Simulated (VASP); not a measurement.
Runs of VASP 6.6.1 on Al. The structure is that of space group Fm-3m (No. 225), or close to it. The cells are those of the table. 

```tsv
cell	further INCAR settings	gap on the mesh (eV)	pressure (GPa)
a = 2.924, b = 2.924, c = 2.816 Å, angles 61.2, 61.2, 57.6°, 1 atom	ALGO = Fast; EDIFF = 1e-07; NBANDS = 8	none	(b)
a = 2.852, b = 2.852, c = 2.816 Å, angles 60.4, 60.4, 59.2°, 1 atom	ALGO = Fast; EDIFF = 1e-07; NBANDS = 8	none	-2.0
a = 2.781, b = 2.781, c = 2.816 Å, angles 59.6, 59.6, 60.8°, 1 atom	ALGO = Fast; EDIFF = 1e-06; NBANDS = 8	none	2.4
a = 2.942, b = 2.942, c = 2.816 Å, angles 61.4, 61.4, 57.2°, 1 atom	ALGO = Fast; EDIFF = 1e-07; NBANDS = 8	none	-5.6
a = 2.887, b = 2.887, c = 2.816 Å, angles 60.8, 60.8, 58.4°, 1 atom	ALGO = Fast; EDIFF = 1e-06; NBANDS = 8	none	(a)
```

Alike in all rows: task single point; level PBE+D3(BJ); potentials or basis VASP PAW PBE potentials, release 64 (Al); no spin polarisation; k mesh 26 × 26 × 26; cutoff (eV) 520; smearing gaussian 0.15 eV.

Problem. Estimate the missing entries.

Solution. (a) -3.7; (b) -5.0.

Caveats: pairwise dispersion overbinds metals, which lowers pressure and volume.

A gap of «none» marks levels without a gap at the run's occupations.
